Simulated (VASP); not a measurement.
Crystal: W.

```xyz
4
Lattice="2.7511 0.0000 0.0000 -1.3755 2.3825 0.0000 0.0000 0.0000 10.0358" Properties=species:S:1:pos:R:3 pbc="T T T"
W     0.0000    1.5883    3.8266
W     1.3755    0.7942    8.8445
W     1.3755    0.7942    6.2092
W     0.0000    1.5883    1.1913
```

This isn't the form of W at room conditions, which is bcc.

- Program: VASP 6.6.1
- Task: relaxation of cell and atoms
- Functional: PBEsol
- Potentials or basis: VASP PAW PBE potentials, release 64 (W_sv)
- Cutoff: 600 eV
- k mesh: 9 × 9 × 2
- Occupations: gaussian, width 0.1 eV
- Spin: no spin polarisation

At the start: pressure 1.8 GPa; volume 16.44 Å³/atom.

Question: How do energy, volume and symmetry change on relaxing?

Answer: Over 7 steps the energy falls by 7.4 meV/atom and the volume is 16.59 Å³/atom (+0.9 %); space group P6_3/mmc (No. 194, to 0.1 Å) before and after.

Step by step:
```tsv
step	energy change (eV)	largest force (eV/Å)	pressure (GPa)	volume (Å³)
1	0.0000	0.0926	1.85	65.78
2	-0.0044	0.1402	-4.16	67.57
3	-0.0258	0.1347	-1.56	66.74
4	-0.0137	0.0139	3.48	65.72
5	-0.0288	0.0952	-0.04	66.41
6	-0.0297	0.0064	0.23	66.35
7	-0.0297	0.0146	0.21	66.35
```

Final structure:
```
CELL_PARAMETERS angstrom
2.73932 0.00000 0.00000
-1.36966 2.37232 0.00000
0.00000 0.00000 10.21044
ATOMIC_POSITIONS crystal
W 0.33333 0.66667 0.38210
W 0.66667 0.33333 0.88210
W 0.66667 0.33333 0.61790
W 0.33333 0.66667 0.11790
```

Caveat: the PAW data sets were made with another functional, which shifts forces and pressure a little.
